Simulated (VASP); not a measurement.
# Co (P6_3/mmc) in VASP: notebook, part 2 of 2

VASP 6.6.1. The steps go on from the part before.

## 5. Single point, r2SCAN, collinear spin, ferromagnetic start

This run uses another cell than the first one, of 10.47 Å³/atom.

The input, POSCAR:

```
Co
1.0
    2.4539803297      0.0000000000      0.0000000000
   -1.2269901649      2.1252093060      0.0000000000
    0.0000000000      0.0000000000      8.0339487160
Co
4
Direct
    0.6666666667      0.3333333333      0.7500000000
    0.0000000000      0.0000000000      0.5000000000
    0.3333333333      0.6666666667      0.2500000000
    0.0000000000      0.0000000000      0.0000000000
```

The input, INCAR.step1:

```
SYSTEM = Co
PREC     = Accurate       ! precision mode
ENCUT    = 520            ! plane-wave cutoff, eV
ISMEAR   = -1             ! smearing method
SIGMA    = 0.05           ! smearing width, eV
LREAL    = .FALSE.        ! projectors in reciprocal space
LASPH    = .TRUE.         ! aspherical terms in the spheres
NELM     = 150            ! most SCF steps
ISPIN    = 2              ! spin polarisation
MAGMOM   = 2 2 2 2        ! initial moments
LMAXMIX  = 4              ! l up to which the mixer works
NBANDS   = 30             ! bands
GGA      = PE             ! functional
ALGO     = Normal         ! electronic algorithm
EDIFF    = 1E-4           ! SCF threshold, eV
LWAVE    = .TRUE.         ! write WAVECAR
LCHARG   = .FALSE.        ! write CHGCAR
```

The input, INCAR.step2:

```
SYSTEM = Co
PREC     = Accurate       ! precision mode
ENCUT    = 520            ! plane-wave cutoff, eV
EDIFF    = 1E-6           ! SCF threshold, eV
ISMEAR   = -1             ! smearing method
SIGMA    = 0.05           ! smearing width, eV
LREAL    = .FALSE.        ! projectors in reciprocal space
LASPH    = .TRUE.         ! aspherical terms in the spheres
NELM     = 150            ! most SCF steps
ALGO     = Normal         ! electronic algorithm
ISIF     = 2              ! what is computed and relaxed
LWAVE    = .FALSE.        ! write WAVECAR
LCHARG   = .FALSE.        ! write CHGCAR
ISPIN    = 2              ! spin polarisation
MAGMOM   = 2 2 2 2        ! initial moments
LORBIT   = 11             ! projections on sites
LMAXMIX  = 4              ! l up to which the mixer works
METAGGA  = R2SCAN         ! meta-GGA
LMIXTAU  = .TRUE.       
NBANDS   = 30             ! bands
ISTART   = 1
```

The input, KPOINTS:

```
regular mesh
0
G
  12 12 4
  0 0 0
```

Potentials or basis: VASP PAW PBE potentials, release 64 (Co).

The run is started by

```
cat potpaw_PBE.64/Co/POTCAR > POTCAR
cp INCAR.step1 INCAR
mpirun -np 1 vasp_std > vasp.out
cp INCAR.step2 INCAR
mpirun -np 1 vasp_std > vasp.out
```

Wall time 4 min (1 thread of Intel Xeon 6975P-C (Granite Rapids), shared host); peak memory 0.23 GiB.

It converged, with:

```
Free energy                                           : -52.8828 eV
Pressure                                              : 4.6 GPa
Net moment                                            : 7.04 μB per cell
Site moments                                          : Co +1.83, +1.80 (each value once) μB
Valence electrons inside the program's atomic spheres : Co 8.36, 8.37 (each value once)
```

Stress tensor (GPa, compression positive):
```
4.83 0.00 0.00
0.00 4.83 0.00
0.00 0.00 4.05
```

Levels at points of the mesh, in eV from the Fermi level:
Spin up:
```csv
k point,band 18,band 19,band 20,band 21,band 22,band 23,band 24,band 25,band 26,band 27
"(0.00, 0.00, 0.00)",-2.40,-2.40,-2.01,-2.01,-1.60,-1.60,-0.54,6.20,15.24,15.25
"(0.50, 0.00, 0.00)",-1.32,-1.26,-1.26,0.00,1.20,2.19,2.93,7.06,7.07,10.60
"(0.00, 0.00, 0.50)",-2.56,-2.45,-2.45,-1.78,-1.78,-1.78,-1.78,9.40,9.40,21.61
"(0.50, 0.00, 0.50)",-1.47,-1.31,-1.31,0.88,0.88,2.62,2.62,7.46,7.46,9.44
```
Spin down:
| k point | band 12 | band 13 | band 14 | band 15 | band 16 | band 17 |
| --- | --- | --- | --- | --- | --- | --- |
| (0.00, 0.00, 0.00) | -1.04 | -0.93 | -0.93 | -0.89 | -0.89 | 0.40 |
| (0.50, 0.00, 0.00) | -0.05 | 0.00 | 0.13 | 1.11 | 1.34 | 1.37 |
| (0.00, 0.00, 0.50) | -1.10 | -1.02 | -1.02 | -1.02 | -1.02 | 0.55 |
| (0.50, 0.00, 0.50) | -0.80 | -0.44 | -0.44 | 1.00 | 1.00 | 1.42 |

Caveat: the cell stands under pressure; the PAW data sets were made with another functional, which shifts forces and pressure a little.

## 6. Single point, r2SCAN, collinear spin, ferromagnetic start

This run uses another cell than the first one, of 10.90 Å³/atom.

The input, POSCAR:

```
Co
1.0
    2.4869235940      0.0000000000      0.0000000000
   -1.2434617971      2.1537390097      0.0000000000
    0.0000000000      0.0000000000      8.1417998233
Co
4
Direct
    0.6666666667      0.3333333333      0.7500000000
    0.0000000000      0.0000000000      0.5000000000
    0.3333333333      0.6666666667      0.2500000000
    0.0000000000      0.0000000000      0.0000000000
```

The input, INCAR.step1:

```
SYSTEM = Co
  ALGO = Normal
  EDIFF = 1E-4
  ENCUT = 520
  GGA = PE
  ISMEAR = -1
  ISPIN = 2
  LASPH = .TRUE.
  LCHARG = .FALSE.
  LMAXMIX = 4
  LREAL = .FALSE.
  LWAVE = .TRUE.
  MAGMOM = 2 2 2 2
  NBANDS = 30
  NELM = 150
  PREC = Accurate
  SIGMA = 0.05
```

The input, INCAR.step2:

```
SYSTEM = Co
  ALGO = Normal
  EDIFF = 1E-6
  ENCUT = 520
  ISIF = 2
  ISMEAR = -1
  ISPIN = 2
  ISTART = 1
  LASPH = .TRUE.
  LCHARG = .FALSE.
  LMAXMIX = 4
  LMIXTAU = .TRUE.
  LORBIT = 11
  LREAL = .FALSE.
  LWAVE = .FALSE.
  MAGMOM = 2 2 2 2
  METAGGA = R2SCAN
  NBANDS = 30
  NELM = 150
  PREC = Accurate
  SIGMA = 0.05
```

The input, KPOINTS:

```
k-points
0
G
  12 12 4
  0 0 0
```

Potentials or basis: VASP PAW PBE potentials, release 64 (Co).

The run is started by

```
cat potpaw_PBE.64/Co/POTCAR > POTCAR
cp INCAR.step1 INCAR
mpirun -np 1 vasp_std > vasp.out
cp INCAR.step2 INCAR
mpirun -np 1 vasp_std > vasp.out
```

It took 4.5 min on 1 thread of Intel Xeon 6975P-C (Granite Rapids), shared host; peak memory 0.24 GiB.

The run converged. Its results:

```
Free energy                                           : -52.8810 eV
Pressure                                              : -4.6 GPa
Net moment                                            : 7.07 μB per cell
Site moments                                          : Co +1.85, +1.82 (each value once) μB
Valence electrons inside the program's atomic spheres : Co 8.28, 8.29 (each value once)
```

Levels at points of the mesh, in eV from the Fermi level:
Spin up:
```csv
k point,band 20,band 21,band 22,band 23,band 24,band 25
"(0.00, 0.00, 0.00)",-2.06,-2.06,-1.68,-1.68,-0.53,5.83
"(0.50, 0.00, 0.00)",-1.33,-0.02,1.14,2.02,2.74,6.68
"(0.00, 0.00, 0.50)",-2.42,-1.85,-1.85,-1.85,-1.85,9.00
"(0.50, 0.00, 0.50)",-1.39,0.78,0.78,2.46,2.46,7.10
```
Spin down:
```
           k point  band 10  band 11  band 12  band 13  band 14  band 15  band 16  band 17  band 18  band 19
(0.00, 0.00, 0.00)    -1.07    -1.07    -1.05    -0.91    -0.91    -0.85    -0.85     0.45     0.45     0.65
(0.50, 0.00, 0.00)    -1.04    -0.88    -0.05    -0.04     0.15     1.04     1.23     1.27     1.31     1.33
(0.00, 0.00, 0.50)    -1.07    -1.07    -1.07    -0.97    -0.97    -0.97    -0.97     0.57     0.57     0.57
(0.50, 0.00, 0.50)    -1.05    -0.74    -0.74    -0.45    -0.45     0.93     0.93     1.34     1.34     1.52
```

Caveat: the cell stands under tension; the PAW data sets were made with another functional, which shifts forces and pressure a little.

## 7. Overview

| level | potentials or basis | cell | gap on the mesh (eV) | pressure (GPa) | moment (μB) |
| --- | --- | --- | --- | --- | --- |
| revPBE | VASP PAW PBE potentials, release 64 (Co) | a = 2.514, b = 2.514, c = 8.138 Å, angles 90.0, 90.0, 120.0°, 4 atoms | none | -0.6 | 6.73 |
| r2SCAN+D3(BJ) | VASP PAW PBE potentials, release 64 (Co) | a = 2.519, b = 2.519, c = 8.247 Å, angles 90.0, 90.0, 120.0°, 4 atoms | none | -14.5 | 7.10 |
| LDA | VASP PAW LDA potentials, release 64 (Co) | a = 2.471, b = 2.471, c = 8.088 Å, angles 90.0, 90.0, 120.0°, 4 atoms | none | -15.8 | 6.18 |
| r2SCAN | VASP PAW PBE potentials, release 64 (Co) | a = 2.454, b = 2.454, c = 8.034 Å, angles 90.0, 90.0, 120.0°, 4 atoms | none | 4.6 | 7.04 |
| r2SCAN | VASP PAW PBE potentials, release 64 (Co) | a = 2.487, b = 2.487, c = 8.142 Å, angles 90.0, 90.0, 120.0°, 4 atoms | none | -4.6 | 7.07 |

Alike in all rows: task single point; spin collinear, ferromagnetic start; k mesh 12 × 12 × 4; cutoff (eV) 520; smearing fermi-dirac 0.05 eV.

Caveats: the PAW data sets were made with another functional, which shifts forces and pressure a little (at least some runs); the cell stands under tension (at least some runs); the cell stands under pressure (at least some runs).

Total energies depend on the potentials used, so only differences within one code and one set of settings carry meaning.
